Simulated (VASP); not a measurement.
# AlRu (Pm-3m) in VASP: a series of runs

The runs below take AlRu through single point, with r2SCAN0, r2SCANh.

Program: VASP 6.6.1. These are calculated values, not measurements. Logs are shortened: lines on timing, memory, paths and dates and some standing lists are left out, and cuts for length are marked.

## 1. The cell of the first run

It takes space group Pm-3m (No. 221, cubic). The conventional cell has a = 2.992 Å, b = 2.992 Å, c = 2.992 Å, α = 90.00°, β = 90.00°, γ = 90.00°. Ru (site symmetry m-3m) has 8 Al at 2.59 Å and 6 Ru at 2.99 Å within 3.4 Å. Within 3.4 Å of Al (site symmetry m-3m) lie 8 Ru at 2.59 Å and 6 Al at 2.99 Å.

## 2. Single point, r2SCAN0

The input, POSCAR:

```
AlRu
1.0
    2.9916000000      0.0000000000      0.0000000000
    0.0000000000      2.9916000000      0.0000000000
    0.0000000000      0.0000000000      2.9916000000
Ru Al
1 1
Direct
    0.5000000000      0.5000000000      0.5000000000
    0.0000000000      0.0000000000      0.0000000000
```

The input, INCAR.step1:

```
PREC = Accurate ; ENCUT = 520
EDIFF = 1E-5 ; ISMEAR = -1
SIGMA = 0.05 ; LREAL = False
LASPH = True ; NELM = 100
ALGO = Normal ; ISIF = 2
LWAVE = True ; GGA = PE
NBANDS = 16
```

The input, INCAR.step2:

```
PREC = Accurate ; ENCUT = 520
EDIFF = 1E-6 ; ISMEAR = -1
SIGMA = 0.05 ; LREAL = False
LASPH = True ; NELM = 100
ALGO = Normal ; ISIF = 2
LWAVE = False ; LCHARG = True
METAGGA = R2SCAN ; LHFCALC = True
AEXX = 0.25 ; LMIXTAU = True
PRECFOCK = Normal ; LELF = True
LVHAR = True ; ISTART = 1
NBANDS = 16
```

The input, KPOINTS:

```
Automatic mesh
0
Gamma
  5 5 5
```

Potentials or basis: VASP PAW PBE potentials, release 64 (Ru_pv, Al).

Launch:

```
cat potpaw_PBE.64/Ru_pv/POTCAR potpaw_PBE.64/Al/POTCAR > POTCAR
cp INCAR.step1 INCAR
mpirun -np 1 vasp_std > vasp.out
cp INCAR.step2 INCAR
mpirun -np 1 vasp_std > vasp.out
```

OUTCAR:

```text
PREC = Accurate
   ENCUT = 520
   EDIFF = 1E-6
   ISMEAR = -1
   LREAL = False
   LASPH = True
   NELM = 100
   ISIF = 2
   METAGGA = R2SCAN
   LHFCALC = True
   AEXX = 0.25
   PRECFOCK = Normal
   ISTART = 1

 ion  position               nearest neighbor table
   1  0.500  0.500  0.500-   2 2.59   2 2.59   2 2.59   2 2.59   2 2.59   2 2.59   2 2.59   2 2.59

   2  0.000  0.000  0.000-   1 2.59   1 2.59   1 2.59   1 2.59   1 2.59   1 2.59   1 2.59   1 2.59

  LATTYP: Found a simple cubic cell.
 ALAT       =     2.9916000000

  Lattice vectors:

 A1 = (   2.9916000000,   0.0000000000,   0.0000000000)
 A2 = (   0.0000000000,   2.9916000000,   0.0000000000)
 A3 = (   0.0000000000,   0.0000000000,   2.9916000000)

Analysis of symmetry for initial positions (statically):
=====================================================================
 Subroutine PRICEL returns:
 Original cell was already a primitive cell.

 Routine SETGRP: Setting up the symmetry group for a
 simple cubic supercell.

 Subroutine GETGRP returns: Found 48 space group operations
[... 9 lines left out ...]

 Routine SETGRP: Setting up the symmetry group for a
 simple cubic supercell.

 Subroutine GETGRP returns: Found 48 space group operations
[... 11 lines left out ...]
                                     Primitive cell

  volume of cell :      26.7738

  direct lattice vectors                    reciprocal lattice vectors
     2.991600000  0.000000000  0.000000000     0.334269287  0.000000000  0.000000000
     0.000000000  2.991600000  0.000000000     0.000000000  0.334269287  0.000000000
     0.000000000  0.000000000  2.991600000     0.000000000  0.000000000  0.334269287

  length of vectors
     2.991600000  2.991600000  2.991600000     0.334269287  0.334269287  0.334269287

  position of ions in fractional coordinates (direct lattice)
     0.500000000  0.500000000  0.500000000
     0.000000000  0.000000000  0.000000000

  ion indices of the primitive-cell ions
   primitive index   ion index
                 1           1
                 2           2

----------------------------------------------------------------------------------------

 KPOINTS: Automatic mesh

Automatic generation of k-mesh.
 Grid dimensions read from file:
 generate k-points for:    5    5    5

 Generating k-lattice:

  Cartesian coordinates                     Fractional coordinates (reciprocal lattice)
     0.066853857  0.000000000  0.000000000     0.200000000  0.000000000  0.000000000
     0.000000000  0.066853857  0.000000000     0.000000000  0.200000000  0.000000000
     0.000000000  0.000000000  0.066853857     0.000000000  0.000000000  0.200000000

  Length of vectors
     0.066853857  0.066853857  0.066853857

  Shift w.r.t. Gamma in fractional coordinates (k-lattice)
     0.000000000  0.000000000  0.000000000

 Subroutine IBZKPT returns following result:
 ===========================================

 Found     10 irreducible k-points:

 Following reciprocal coordinates:
            Coordinates               Weight
  0.000000  0.000000  0.000000      1.000000
  0.200000  0.000000  0.000000      6.000000
  0.400000  0.000000  0.000000      6.000000
  0.200000  0.200000  0.000000     12.000000
  0.400000  0.200000  0.000000     24.000000
  0.400000  0.400000  0.000000     12.000000
  0.200000  0.200000  0.200000      8.000000
  0.400000  0.200000  0.200000     24.000000
  0.400000  0.400000  0.200000     24.000000
  0.400000  0.400000  0.400000      8.000000
   k-points           NKPTS =     10   k-points in BZ     NKDIM =    125   number of bands    NBANDS=     16
   number of dos      NEDOS =    301   number of ions     NIONS =      2
   total plane-waves  NPLWV =  13824
   dimension x,y,z NGX =    24 NGY =   24 NGZ =   24
   dimension x,y,z NGXF=    48 NGYF=   48 NGZF=   48
   ions per type =               1   1
   NGX,Y,Z   is equivalent  to a cutoff of  13.34, 13.34, 13.34 a.u.
   NGXF,Y,Z  is equivalent  to a cutoff of  26.67, 26.67, 26.67 a.u.
 SYSTEM =  unknown system
   PREC   = accura    normal or accurate (medium, high low for compatibility)
   ISTART =      1    job   : 0-new  1-cont  2-samecut
   ICHARG =      0    charge: 1-file 2-atom 10-const
   ISPIN  =      1    spin polarized calculation?
   LNONCOLLINEAR =      F non collinear calculations
   LSORBIT =      F    spin-orbit coupling
   LASPH  =      T    aspherical Exc in radial PAW
   ENCUT  =  520.0 eV  38.22 Ry    6.18 a.u.   5.56  5.56  5.56*2*pi/ulx,y,z
   NELM   =    100;   NELMIN=  2; NELMDL=  0     # of ELM steps
   EDIFF  = 0.1E-05   stopping-criterion for ELM
   LREAL  =      F    real-space projection
   EDIFFG = 0.1E-04   stopping-criterion for IOM
   NSW    =      0    number of steps for IOM
   IBRION =     -1    ionic relax: 0-MD 1-quasi-New 2-CG
   NFREE  =      0    steps in history (QN), initial steepest desc. (CG)
   ISIF   =      2    stress and relaxation
   ISYM   =      3    0-nonsym 1-usesym 2-fastsym
   POTIM  = 0.5000    time-step for ionic-motion
   TEBEG  =    0.0;   TEEND  =   0.0 temperature during run
   PSTRESS=    0.0 pullay stress
   NELECT =      17.0000    total number of electrons
   NUPDOWN=      -1.0000    fix difference up-down
   EMIN   =  10.00;   EMAX   =-10.00  energy-range for DOS
   EFERMI =   0.00;   METHOD = LEGACY
   ISMEAR =    -1;   SIGMA  =   0.05  broadening in eV -4-tet -1-fermi 0-gaus
   EFERMI_NEDOS =   21; number of points for ismear=-14 and -15
   IALGO  =     38    algorithm
   IMIX   =      1    mixing-type and parameters
     AMIX     =   0.40;   BMIX     =  1.00
     AMIX_MAG =   1.60;   BMIX_MAG =  1.00
  volume/ion in A,a.u.               =      13.39        90.34
  Fermi-wavevector in a.u.,A,eV,Ry     =   1.407087  2.659009 26.938090  1.979894
  Thomas-Fermi vector in A             =   2.529382
   LORBIT       =      0    0 simple, 1 ext, 2 COOP (PROOUT), +10 PAW based schemes
   METAGGA = R2SCAN    functional components
   LHFCALC =     T    Hartree Fock is set to
   PRECFOCK=normal    Normal, Fast or Accurate (Low or Medium for compatibility)
   ENCUT4O =  -1.0   cutoff for four orbital integrals eV
   NKREDX  =     1    reduce k-point grid by
   NKREDY  =     1    reduce k-point grid by
   NKREDZ  =     1    reduce k-point grid by
   AEXX    =    0.2500 exact exchange contribution
   HFSCREEN=    0.0000 screening length (either q_TF or 0.3 A-1)
   HFSCREENC=   0.0000 screening length for correlation (either q_TF or 0.3 A-1)
   ENCUTFOCK=  -1.0 apply spherical cutoff to Coloumb kernel
   IVDW    =     0    specifies the selected vdW correction
   LEPSILON=     F    determine dielectric tensor
   LRPA    =     F    only Hartree local field effects (RPA)
 non-spin polarized calculation
  energy-cutoff  :      520.00
  volume of cell :       26.77
 maximum number of plane-waves:       739
 NGX is ok and might be reduce to    24
  NGX = 18; NGY = 18; NGZ = 18

 number of electron      16.9999996 magnetization

 Free energy of the ion-electron system (eV)
  ---------------------------------------------------
  ext. energy  EPLUGINS =         0.00000000
  ---------------------------------------------------
  free energy    TOTEN  =       -32.63518407 eV

  energy without entropy =      -32.62191081  energy(sigma->0) =      -32.62854744

 E-fermi :  10.6372     XC(G=0): -10.5430

 val. band max:        9.9141079759   @ k =   0.4000   0.0000   0.0000
 cond. band min:      10.6589935555   @ k =   0.4000   0.4000   0.2000
 fundamental gap:      0.7448855796
 Fermi energy:        10.6371877070

 k-point     1 :       0.0000    0.0000    0.0000
  band No.  band energies     occupation
      1     -35.4711      2.00000
      2     -35.4711      2.00000
      3     -35.4711      2.00000
      4      -1.3176      2.00000
      5       5.8393      2.00000
      6       5.8393      2.00000
      7       9.6610      2.00000
      8       9.6610      2.00000
      9       9.6610      2.00000
     10      17.8474      0.00000
     11      17.8474      0.00000
     12      17.8474      0.00000
     13      23.3356      0.00000
     14      23.3356      0.00000
     15      26.3283      0.00000
     16      28.1435      0.00000

 k-point     2 :       0.2000    0.0000    0.0000
  band No.  band energies     occupation
      1     -35.5673      2.00000
      2     -35.4641      2.00000
      3     -35.4641      2.00000
      4      -0.4422      2.00000
      5       5.9913      2.00000
      6       6.1435      2.00000
      7       8.8194      2.00000
      8       8.8194      2.00000
      9       9.7552      2.00000
     10      15.3885      0.00000
     11      19.3406      0.00000
     12      19.3406      0.00000
     13      21.6646      0.00000
     14      25.0179      0.00000
     15      26.3283      0.00000
     16      30.1912      0.00000

 k-point     3 :       0.4000    0.0000    0.0000
  band No.  band energies     occupation
      1     -35.7214      2.00000
      2     -35.4526      2.00000
      3     -35.4526      2.00000
      4       1.8745      2.00000
      5       4.7591      2.00000
      6       6.7136      2.00000
      7       7.7940      2.00000
      8       7.7940      2.00000
      9       9.9141      2.00000
     10      14.0617      0.00000
     11      19.4958      0.00000
     12      22.2577      0.00000
     13      22.2577      0.00000
     14      25.7993      0.00000
     15      26.3282      0.00000
     16      26.4521      0.00000

 k-point     4 :       0.2000    0.2000    0.0000
  band No.  band energies     occupation
      1     -35.5618      2.00000
      2     -35.5566      2.00000
      3     -35.4571      2.00000
      4       0.3693      2.00000
      5       6.1218      2.00000
      6       6.4847      2.00000
      7       8.0816      2.00000
      8       8.8182      2.00000
      9       9.1118      2.00000
     10      15.8255      0.00000
     11      17.1833      0.00000
     12      20.7425      0.00000
     13      22.0096      0.00000
     14      26.3282      0.00000
     15      26.7193      0.00000
     16      27.9963      0.00000

 k-point     5 :       0.4000    0.2000    0.0000
  band No.  band energies     occupation
      1     -35.7121      2.00000
      2     -35.5458      2.00000
      3     -35.4457      2.00000
      4       2.4007      2.00000
      5       4.8618      2.00000
      6       7.1382      2.00000
      7       7.8821      2.00000
      8       7.9676      2.00000
      9       9.2093      2.00000
     10      14.1136      0.00000
     11      18.8119      0.00000
     12      20.6335      0.00000
     13      23.4023      0.00000
     14      24.4991      0.00000
     15      26.3251      0.00000
     16      26.3281      0.00000

 k-point     6 :       0.4000    0.4000    0.0000
  band No.  band energies     occupation
      1     -35.6975      2.00000
      2     -35.6959      2.00000
      3     -35.4339      2.00000
      4       2.7813      2.00000
      5       5.7165      2.00000
      6       7.9898      2.00000
      7       8.2542      2.00000
      8       8.3028      2.00000
      9       8.3340      2.00000
     10      13.5909      0.00000
     11      17.5341      0.00000
     12      18.9587      0.00000
     13      23.3102      0.00000
     14      25.3200      0.00000
     15      26.3279      0.00000
     16      27.5377      0.00000

 k-point     7 :       0.2000    0.2000    0.2000
  band No.  band energies     occupation
      1     -35.5560      2.00000
      2     -35.5490      2.00000
      3     -35.5490      2.00000
      4       1.1022      2.00000
      5       6.5206      2.00000
      6       6.5206      2.00000
      7       8.1291      2.00000
      8       8.3641      2.00000
      9       8.3641      2.00000
     10      17.1977      0.00000
     11      17.1977      0.00000
     12      18.2835      0.00000
     13      25.0607      0.00000
     14      25.0607      0.00000
     15      25.9598      0.00000
     16      26.3282      0.00000

 k-point     8 :       0.4000    0.2000    0.2000
  band No.  band energies     occupation
      1     -35.7032      2.00000
      2     -35.5403      2.00000
      3     -35.5363      2.00000
      4       2.8006      2.00000
      5       5.3622      2.00000
      6       6.2479      2.00000
      7       7.9490      2.00000
      8       8.5606      2.00000
      9       9.4295      2.00000
     10      14.5565      0.00000
     11      19.3772      0.00000
     12      19.5491      0.00000
     13      22.4683      0.00000
     14      22.4954      0.00000
     15      26.3280      0.00000
     16      27.0721      0.00000

 k-point     9 :       0.4000    0.4000    0.2000
  band No.  band energies     occupation
      1     -35.6893      2.00000
      2     -35.6874      2.00000
      3     -35.5257      2.00000
      4       3.1805      2.00000
      5       5.5331      2.00000
      6       5.9149      2.00000
      7       7.9540      2.00000
      8      10.6590      0.78533
      9      10.9248      0.00633
     10      14.4275      0.00000
     11      17.2786      0.00000
     12      18.7781      0.00000
     13      20.7544      0.00000
     14      24.1700      0.00000
     15      24.6892      0.00000
     16      26.3278      0.00000

 k-point    10 :       0.4000    0.4000    0.4000
  band No.  band energies     occupation
      1     -35.6759      2.00000
      2     -35.6724      2.00000
      3     -35.6724      2.00000
      4       3.8800      2.00000
      5       4.6174      2.00000
      6       4.6174      2.00000
      7      11.7712      0.00000
      8      11.7712      0.00000
      9      12.6983      0.00000
     10      15.5178      0.00000
     11      16.6457      0.00000
     12      16.6457      0.00000
     13      21.2889      0.00000
     14      21.2889      0.00000
     15      21.6531      0.00000
     16      26.3272      0.00000

------------------------ aborting loop because EDIFF is reached ----------------------------------------

  FORCE on cell =-STRESS in cart. coord.  units (eV):
  Direction    XX          YY          ZZ          XY          YZ          ZX
  --------------------------------------------------------------------------------------
  -------------------------------------------------------------------------------------
  Total       -0.9584454     -0.9584454     -0.9584454      0.0000000      0.0000000      0.0000000
  in kB      -57.3544822    -57.3544822    -57.3544822      0.0000000      0.0000000      0.0000000
  external PRESSURE =     -57.3544822 kB  Pullay stress =       0.0000000 kB

 VOLUME and BASIS-vectors are now :
 -----------------------------------------------------------------------------
  energy-cutoff  :      520.00
  volume of cell :       26.77
      direct lattice vectors                 reciprocal lattice vectors
     2.991600000  0.000000000  0.000000000     0.334269287  0.000000000  0.000000000
     0.000000000  2.991600000  0.000000000     0.000000000  0.334269287  0.000000000
     0.000000000  0.000000000  2.991600000     0.000000000  0.000000000  0.334269287

 POSITION                                       TOTAL-FORCE (eV/Angst)
 -----------------------------------------------------------------------------------
      1.49580      1.49580      1.49580         0.000000      0.000000      0.000000
      0.00000      0.00000      0.00000         0.000000      0.000000      0.000000
 -----------------------------------------------------------------------------------
    total drift:                                0.000000     -0.000000     -0.000000

  FREE ENERGIE OF THE ION-ELECTRON SYSTEM (eV)
  ---------------------------------------------------
  free  energy   TOTEN  =       -32.6351840670 eV

  energy  without entropy=      -32.6219108134  energy(sigma->0) =      -32.62854744
```

Run time: 12 min. Hardware: 1 thread of AMD EPYC 9R45 (Zen 5), shared host; peak memory 0.13 GiB.

What came out:

* Free energy: -32.6352 eV
* Pressure: -5.7 GPa

Caveat: the k points lie up to 0.42 Å⁻¹ apart; the PAW data sets were made with another functional, which shifts forces and pressure a little.

## 3. Single point, r2SCANh

POSCAR is that of step 2.

The input, INCAR.step1:

```
ALGO     = Normal         # electronic algorithm
EDIFF    = 1E-5           # SCF threshold, eV
ENCUT    = 520            # plane-wave cutoff, eV
GGA      = PE             # functional
ISIF     = 2              # what is computed and relaxed
ISMEAR   = -1             # smearing method
LASPH    = T              # aspherical terms in the spheres
LCHARG   = F              # write CHGCAR
LREAL    = F              # projectors in reciprocal space
LWAVE    = T              # write WAVECAR
NBANDS   = 16             # bands
NELM     = 60             # most SCF steps
PREC     = Accurate       # precision mode
SIGMA    = 0.05           # smearing width, eV
```

The input, INCAR.step2:

```
AEXX     = 0.1            # exact-exchange fraction
ALGO     = Normal         # electronic algorithm
EDIFF    = 1E-6           # SCF threshold, eV
ENCUT    = 520            # plane-wave cutoff, eV
ISIF     = 2              # what is computed and relaxed
ISMEAR   = -1             # smearing method
ISTART   = 1            
LASPH    = T              # aspherical terms in the spheres
LCHARG   = F              # write CHGCAR
LHFCALC  = T              # exact exchange
LMIXTAU  = T            
LREAL    = F              # projectors in reciprocal space
LWAVE    = F              # write WAVECAR
METAGGA  = R2SCAN         # meta-GGA
NBANDS   = 16             # bands
NELM     = 60             # most SCF steps
PREC     = Accurate       # precision mode
PRECFOCK = Normal       
SIGMA    = 0.05           # smearing width, eV
```

The input, KPOINTS:

```
k-points
0
Gamma
  5 5 5
```

Potentials or basis: VASP PAW PBE potentials, release 64 (Ru_pv, Al).

Launch:

```
cat potpaw_PBE.64/Ru_pv/POTCAR potpaw_PBE.64/Al/POTCAR > POTCAR
cp INCAR.step1 INCAR
mpirun -np 1 vasp_std > vasp.out
cp INCAR.step2 INCAR
mpirun -np 1 vasp_std > vasp.out
```

Wall time 9 min (1 thread of AMD EPYC 9R45 (Zen 5), shared host); peak memory 0.12 GiB.

It converged, with:

```
Free energy : -33.1367 eV
Pressure    : -3.1 GPa
```

Levels at points of the mesh, in eV from the Fermi level:
| k point | band 7 | band 8 | band 9 | band 10 | band 11 | band 12 |
| --- | --- | --- | --- | --- | --- | --- |
| (0.00, 0.00, 0.00) | -0.29 | -0.29 | -0.29 | 6.74 | 6.74 | 6.74 |

Caveat: the k points lie up to 0.42 Å⁻¹ apart; the PAW data sets were made with another functional, which shifts forces and pressure a little.
